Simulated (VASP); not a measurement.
# TePt (P6_3/mmc) in VASP: relaxation of shape and atoms at fixed volume with r2SCAN

Aim: the relaxation of shape and atoms at fixed volume of TePt with r2SCAN.

All numbers are computed with VASP 6.6.1; they aren't measurements. Logs are shortened: lines on timing, memory, paths and dates and some standing lists are left out, and cuts for length are marked.

### 1 The cell of the first run

Symmetry: P6_3/mmc, No. 194, hexagonal system. Conventional cell: a = 4.325 Å, b = 4.325 Å, c = 5.729 Å, α = 90.00°, β = 90.00°, γ = 120.00°. Te (site symmetry -6m2) has 6 Pt at 2.88 Å and 6 Te at 3.80 Å within 3.9 Å. Within 3.8 Å of Pt (site symmetry -3m) lie 2 Pt at 2.86 Å and 6 Te at 2.88 Å.

### 2 Relaxation of shape and atoms at fixed volume, r2SCAN (23.20 Å³/atom)

POSCAR

```
TePt
1.0
    4.3246942847      0.0000000000      0.0000000000
   -2.1623471424      3.7452951142      0.0000000000
    0.0000000000      0.0000000000      5.7292563648
Te Pt
2 2
Direct
    0.3333333333      0.6666666667      0.2500000000
    0.6666666667      0.3333333333      0.7500000000
    0.0000000000      0.0000000000      0.0000000000
    0.0000000000      0.0000000000      0.5000000000
```

INCAR.step1

```
PREC = Accurate ; ENCUT = 600
ISMEAR = 0 ; SIGMA = 0.1
LREAL = F ; LASPH = T
NELM = 80 ; GGA = PE
ALGO = Normal ; EDIFF = 1E-4
LWAVE = T ; LCHARG = F
```

INCAR.step2

```
PREC = Accurate ; ENCUT = 600
EDIFF = 1E-7 ; ISMEAR = 0
SIGMA = 0.1 ; LREAL = F
LASPH = T ; NELM = 80
ALGO = Normal ; ISIF = 4
LWAVE = F ; LCHARG = F
METAGGA = R2SCAN ; LMIXTAU = T
IBRION = 2 ; NSW = 50
EDIFFG = -0.01 ; ISTART = 1
```

KPOINTS

```
regular mesh
0
Gamma
  12 12 8
```

Potentials or basis: VASP PAW PBE potentials, release 64 (Te, Pt).

The run is started by

```bash
> cat potpaw_PBE.64/Te/POTCAR potpaw_PBE.64/Pt/POTCAR > POTCAR
> cp INCAR.step1 INCAR
> mpirun -np 1 vasp_std > vasp.out
> cp INCAR.step2 INCAR
> mpirun -np 1 vasp_std > vasp.out
```

OUTCAR:

```text
PREC = Accurate
   ENCUT = 600
   EDIFF = 1E-7
   ISMEAR = 0
   LREAL = F
   LASPH = T
   NELM = 80
   ISIF = 4
   METAGGA = R2SCAN
   IBRION = 2
   NSW = 50
   EDIFFG = -0.01
   ISTART = 1

 ion  position               nearest neighbor table
   1  0.333  0.667  0.250-   3 2.88   4 2.88   3 2.88   4 2.88   3 2.88   4 2.88
   2  0.667  0.333  0.750-   3 2.88   4 2.88   3 2.88   4 2.88   3 2.88   4 2.88
   3  0.000  0.000  0.000-   4 2.86   4 2.86   1 2.88   2 2.88   2 2.88   1 2.88   2 2.88   1 2.88

   4  0.000  0.000  0.500-   3 2.86   3 2.86   1 2.88   2 2.88   2 2.88   1 2.88   2 2.88   1 2.88

  LATTYP: Found a hexagonal cell.
 ALAT       =     4.3246942847
 C/A-ratio  =     1.3247771953

  Lattice vectors:

 A1 = (   4.3246942847,   0.0000000000,   0.0000000000)
 A2 = (  -2.1623471424,   3.7452951142,   0.0000000000)
 A3 = (   0.0000000000,   0.0000000000,   5.7292563648)

Analysis of symmetry for initial positions (statically):
=====================================================================
 Subroutine PRICEL returns:
 Original cell was already a primitive cell.

 Routine SETGRP: Setting up the symmetry group for a
 hexagonal supercell.

 Subroutine GETGRP returns: Found 24 space group operations
 (whereof 12 operations were pure point group operations)
 out of a pool of 24 trial point group operations.

The static configuration has the point symmetry D_3d.
 The point group associated with its full space group is D_6h.

Analysis of symmetry for dynamics (positions and initial velocities):
=====================================================================
 Subroutine PRICEL returns:
 Original cell was already a primitive cell.

 Routine SETGRP: Setting up the symmetry group for a
 hexagonal supercell.

 Subroutine GETGRP returns: Found 24 space group operations
 (whereof 12 operations were pure point group operations)
 out of a pool of 24 trial point group operations.

The dynamic configuration has the point symmetry D_3d.
 The point group associated with its full space group is D_6h.

 Subroutine INISYM returns: Found 24 space group operations
 (whereof 12 operations are pure point group operations),
 and found     1 'primitive' translations

----------------------------------------------------------------------------------------

                                     Primitive cell

  volume of cell :      92.7982

  direct lattice vectors                    reciprocal lattice vectors
     4.324694285  0.000000000  0.000000000     0.231230217  0.133500828  0.000000000
    -2.162347142  3.745295114  0.000000000     0.000000000  0.267001657  0.000000000
     0.000000000  0.000000000  5.729256365     0.000000000  0.000000000  0.174542722

  length of vectors
     4.324694285  4.324694285  5.729256365     0.267001657  0.267001657  0.174542722

  position of ions in fractional coordinates (direct lattice)
     0.333333333  0.666666667  0.250000000
     0.666666667  0.333333333  0.750000000
     0.000000000  0.000000000  0.000000000
     0.000000000  0.000000000  0.500000000

  ion indices of the primitive-cell ions
   primitive index   ion index
                 1           1
                 2           2
                 3           3
                 4           4

----------------------------------------------------------------------------------------

 KPOINTS: regular mesh

Automatic generation of k-mesh.
 Grid dimensions read from file:
 generate k-points for:   12   12    8

 Generating k-lattice:

  Cartesian coordinates                     Fractional coordinates (reciprocal lattice)
     0.019269185  0.011125069  0.000000000     0.083333333  0.000000000  0.000000000
     0.000000000  0.022250138  0.000000000     0.000000000  0.083333333  0.000000000
     0.000000000  0.000000000  0.021817840     0.000000000  0.000000000  0.125000000

  Length of vectors
     0.022250138  0.022250138  0.021817840

  Shift w.r.t. Gamma in fractional coordinates (k-lattice)
     0.000000000  0.000000000  0.000000000

 Subroutine IBZKPT returns following result:
 ===========================================

 Found     95 irreducible k-points:

 Following reciprocal coordinates:
            Coordinates               Weight
  0.000000  0.000000  0.000000      1.000000
  0.083333 -0.000000  0.000000      6.000000
  0.166667  0.000000  0.000000      6.000000
  0.250000  0.000000  0.000000      6.000000
  0.333333  0.000000  0.000000      6.000000
  0.416667 -0.000000  0.000000      6.000000
[... 16 lines left out ...]
  0.250000  0.000000  0.125000     12.000000
  0.333333  0.000000  0.125000     12.000000
 [... further k-points ...]
   k-points           NKPTS =     95   k-points in BZ     NKDIM =     95   number of bands    NBANDS=     20
   number of dos      NEDOS =    301   number of ions     NIONS =      4
   total plane-waves  NPLWV =  62208
   dimension x,y,z NGX =    36 NGY =   36 NGZ =   48
   dimension x,y,z NGXF=    72 NGYF=   72 NGZF=   96
   ions per type =               2   2
   NGX,Y,Z   is equivalent  to a cutoff of  13.84, 13.84, 13.93 a.u.
   NGXF,Y,Z  is equivalent  to a cutoff of  27.68, 27.68, 27.86 a.u.
 SYSTEM =  unknown system
   PREC   = accura    normal or accurate (medium, high low for compatibility)
   ISTART =      1    job   : 0-new  1-cont  2-samecut
   ICHARG =      0    charge: 1-file 2-atom 10-const
   ISPIN  =      1    spin polarized calculation?
   LNONCOLLINEAR =      F non collinear calculations
   LSORBIT =      F    spin-orbit coupling
   LASPH  =      T    aspherical Exc in radial PAW
   ENCUT  =  600.0 eV  44.10 Ry    6.64 a.u.   8.64  8.64 11.44*2*pi/ulx,y,z
   NELM   =     80;   NELMIN=  2; NELMDL=  0     # of ELM steps
   EDIFF  = 0.1E-06   stopping-criterion for ELM
   LREAL  =      F    real-space projection
   EDIFFG = -.1E-01   stopping-criterion for IOM
   NSW    =     50    number of steps for IOM
   IBRION =      2    ionic relax: 0-MD 1-quasi-New 2-CG
   NFREE  =      1    steps in history (QN), initial steepest desc. (CG)
   ISIF   =      4    stress and relaxation
   ISYM   =      2    0-nonsym 1-usesym 2-fastsym
   POTIM  = 0.5000    time-step for ionic-motion
   TEBEG  =    0.0;   TEEND  =   0.0 temperature during run
   PSTRESS=    0.0 pullay stress
   NELECT =      32.0000    total number of electrons
   NUPDOWN=      -1.0000    fix difference up-down
   EMIN   =  10.00;   EMAX   =-10.00  energy-range for DOS
   EFERMI =   0.00;   METHOD = LEGACY
   ISMEAR =     0;   SIGMA  =   0.10  broadening in eV -4-tet -1-fermi 0-gaus
   EFERMI_NEDOS =   21; number of points for ismear=-14 and -15
   IALGO  =     38    algorithm
   IMIX   =      4    mixing-type and parameters
     AMIX     =   0.40;   BMIX     =  1.00
     AMIX_MAG =   1.60;   BMIX_MAG =  1.00
  volume/ion in A,a.u.               =      23.20       156.56
  Fermi-wavevector in a.u.,A,eV,Ry     =   1.148008  2.169421 17.931423  1.317922
  Thomas-Fermi vector in A             =   2.284685
   LORBIT       =      0    0 simple, 1 ext, 2 COOP (PROOUT), +10 PAW based schemes
   METAGGA = R2SCAN    functional components
   LHFCALC =     F    Hartree Fock is set to
   AEXX    =    0.0000 exact exchange contribution
   IVDW    =     0    specifies the selected vdW correction
   LEPSILON=     F    determine dielectric tensor
   LRPA    =     F    only Hartree local field effects (RPA)
 conjugate gradient relaxation of ions
 non-spin polarized calculation
 Gauss-broadening in eV      SIGMA  =   0.10
  energy-cutoff  :      600.00
  volume of cell :       92.80
 maximum number of plane-waves:      3173
 NGX is ok and might be reduce to    36
   NGX = 17   NGY = 17   NGZ = 23

 number of electron      32.0000003 magnetization

 Free energy of the ion-electron system (eV)
  ---------------------------------------------------
  ext. energy  EPLUGINS =         0.00000000
  ---------------------------------------------------
  free energy    TOTEN  =      -154.51575312 eV

  energy without entropy =     -154.50389762  energy(sigma->0) =     -154.50982537

 E-fermi :   8.2493     XC(G=0): -11.5131

 val. band max:        8.2427083493   @ k =   0.0833  -0.0000   0.1250
 cond. band min:       8.2517650451   @ k =   0.1667   0.0000   0.3750
 fundamental gap:      0.0090566957
 Fermi energy:         8.2493242215

 k-point     1 :       0.0000    0.0000    0.0000
  band No.  band energies     occupation
      1      -5.6632      2.00000
      2      -3.2385      2.00000
      3       1.3698      2.00000
      4       2.4772      2.00000
      5       2.4772      2.00000
      6       3.2197      2.00000
[... 12 lines left out ...]
     19      10.3221      0.00000
     20      10.4895      0.00000

 k-point     2 :       0.0833   -0.0000    0.0000
  band No.  band energies     occupation
      1      -5.5995      2.00000
      2      -3.2703      2.00000
      3       1.4600      2.00000
      4       2.5010      2.00000
      5       2.5609      2.00000
      6       3.1741      2.00000
[... 12 lines left out ...]
     19      10.2751      0.00000
     20      11.1553      0.00000

 k-point     3 :       0.1667    0.0000    0.0000
  band No.  band energies     occupation
      1      -5.4137      2.00000
      2      -3.3579      2.00000
      3       1.7259      2.00000
      4       2.5640      2.00000
      5       2.7942      2.00000
      6       2.9684      2.00000
[... 12 lines left out ...]
     19      11.2975      0.00000
     20      11.6587      0.00000

 k-point     4 :       0.2500    0.0000    0.0000
  band No.  band energies     occupation
      1      -5.1237      2.00000
      2      -3.4839      2.00000
      3       2.1483      2.00000
      4       2.4056      2.00000
      5       2.6398      2.00000
      6       3.1568      2.00000
[... 12 lines left out ...]
     19      11.7107      0.00000
     20      12.2770      0.00000

 k-point     5 :       0.3333    0.0000    0.0000
  band No.  band energies     occupation
      1      -4.7644      2.00000
      2      -3.6353      2.00000
      3       1.6725      2.00000
      4       2.6718      2.00000
      5       2.6945      2.00000
      6       3.4946      2.00000
[... 12 lines left out ...]
     19      11.7330      0.00000
     20      12.1456      0.00000

 k-point     6 :       0.4167   -0.0000    0.0000
  band No.  band energies     occupation
      1      -4.3918      2.00000
      2      -3.8180      2.00000
      3       1.0933      2.00000
      4       2.7151      2.00000
      5       3.1243      2.00000
      6       3.5212      2.00000
[... 12 lines left out ...]
     19      11.8330      0.00000
     20      12.1602      0.00000

 k-point     7 :       0.5000    0.0000    0.0000
  band No.  band energies     occupation
      1      -4.1019      2.00000
      2      -4.0279      2.00000
      3       0.8743      2.00000
      4       2.7180      2.00000
      5       3.2721      2.00000
      6       3.5143      2.00000
[... 12 lines left out ...]
     19      12.0143      0.00000
     20      12.0963      0.00000
[... 277 lines left out ...]
 k-point    20 :       0.0000    0.0000    0.1250
  band No.  band energies     occupation
      1      -5.6007      2.00000
      2      -3.3970      2.00000
      3       1.6045      2.00000
      4       2.5374      2.00000
      5       2.5374      2.00000
      6       3.3267      2.00000
[... 12 lines left out ...]
     19      10.2522      0.00000
     20      10.8322      0.00000

 k-point    21 :       0.0833   -0.0000    0.1250
  band No.  band energies     occupation
      1      -5.5382      2.00000
      2      -3.4168      2.00000
      3       1.6454      2.00000
      4       2.5604      2.00000
      5       2.6533      2.00000
      6       3.2815      2.00000
[... 12 lines left out ...]
     19      10.6551      0.00000
     20      11.3482      0.00000

 k-point    22 :       0.1667    0.0000    0.1250
  band No.  band energies     occupation
      1      -5.3560      2.00000
      2      -3.4738      2.00000
      3       1.7906      2.00000
      4       2.6207      2.00000
      5       2.9609      2.00000
      6       3.0566      2.00000
[... 12 lines left out ...]
     19      11.3728      0.00000
     20      11.7783      0.00000

 k-point    23 :       0.2500    0.0000    0.1250
  band No.  band energies     occupation
      1      -5.0726      2.00000
      2      -3.5623      2.00000
      3       2.0530      2.00000
      4       2.4670      2.00000
      5       2.6930      2.00000
      6       3.3991      2.00000
[... 12 lines left out ...]
     19      11.4513      0.00000
     20      11.7514      0.00000

 k-point    24 :       0.3333    0.0000    0.1250
  band No.  band energies     occupation
      1      -4.7235      2.00000
      2      -3.6789      2.00000
      3       1.6956      2.00000
      4       2.4724      2.00000
      5       2.7443      2.00000
      6       3.5972      2.00000
[... 12 lines left out ...]
     19      11.0898      0.00000
     20      11.8498      0.00000

 [... further k-points ...]

------------------------ aborting loop because EDIFF is reached ----------------------------------------

  FORCE on cell =-STRESS in cart. coord.  units (eV):
  Direction    XX          YY          ZZ          XY          YZ          ZX
  --------------------------------------------------------------------------------------
  -------------------------------------------------------------------------------------
  Total       -3.7425448     -3.7425448     -3.7886062      0.0000000     -0.0000000     -0.0000000
  in kB      -64.6156737    -64.6156737    -65.4109311      0.0000000     -0.0000000     -0.0000000
  external PRESSURE =     -64.8807595 kB  Pullay stress =       0.0000000 kB

 VOLUME and BASIS-vectors are now :
 -----------------------------------------------------------------------------
  energy-cutoff  :      600.00
  volume of cell :       92.80
      direct lattice vectors                 reciprocal lattice vectors
     4.324694285  0.000000000  0.000000000     0.231230217  0.133500828  0.000000000
    -2.162347142  3.745295114  0.000000000     0.000000000  0.267001657  0.000000000
     0.000000000  0.000000000  5.729256365     0.000000000  0.000000000  0.174542722

 POSITION                                       TOTAL-FORCE (eV/Angst)
 -----------------------------------------------------------------------------------
     -0.00000      2.49686      1.43231        -0.000000     -0.000000      0.000000
      2.16235      1.24843      4.29694         0.000000      0.000000      0.000000
      0.00000      0.00000      0.00000         0.000000      0.000000      0.000000
      0.00000      0.00000      2.86463        -0.000000      0.000000      0.000000
 -----------------------------------------------------------------------------------
    total drift:                               -0.000000      0.000000      0.000000

  FREE ENERGIE OF THE ION-ELECTRON SYSTEM (eV)
  ---------------------------------------------------
  free  energy   TOTEN  =      -154.5157531217 eV

  energy  without entropy=     -154.5038976202  energy(sigma->0) =     -154.50982537

 reached required accuracy - stopping structural energy minimisation
```

Run time: 19 min. Hardware: 1 thread of Oxide Virtual Turin-like, shared host; peak memory 0.37 GiB.

What came out:

```
Free energy             : -154.5158 eV
Pressure after relaxing : -6.5 GPa
Band gap on the k mesh  : zero (bands 16 and 17 overlap by 1.24 eV)
```

Final structure:
```
CELL_PARAMETERS angstrom
4.32469 0.00000 0.00000
-2.16235 3.74530 0.00000
0.00000 0.00000 5.72926
ATOMIC_POSITIONS crystal
Te 0.33333 0.66667 0.25000
Te 0.66667 0.33333 0.75000
Pt 0.00000 0.00000 0.00000
Pt 0.00000 0.00000 0.50000
```

Levels at points of the mesh, in eV from the Fermi level:
```csv
k point,band 12,band 13,band 14,band 15,band 16,band 17,band 18,band 19,band 20
"(0.00, 0.00, 0.00)",-1.84,-1.60,-1.60,0.10,0.46,1.47,2.07,2.07,2.24
"(0.50, 0.00, 0.00)",-2.66,-2.36,-2.00,-1.84,-1.54,1.23,2.35,3.76,3.85
"(0.00, 0.00, 0.50)",-3.10,-2.42,-2.42,0.90,0.90,0.90,0.90,3.89,3.89
"(0.50, 0.00, 0.50)",-2.74,-2.72,-2.72,-0.34,-0.34,0.40,0.40,2.61,2.61
```

Caveat: the PAW data sets were made with another functional, which shifts forces and pressure a little; spin-orbit coupling is left out, which moves the levels of the heavy elements.
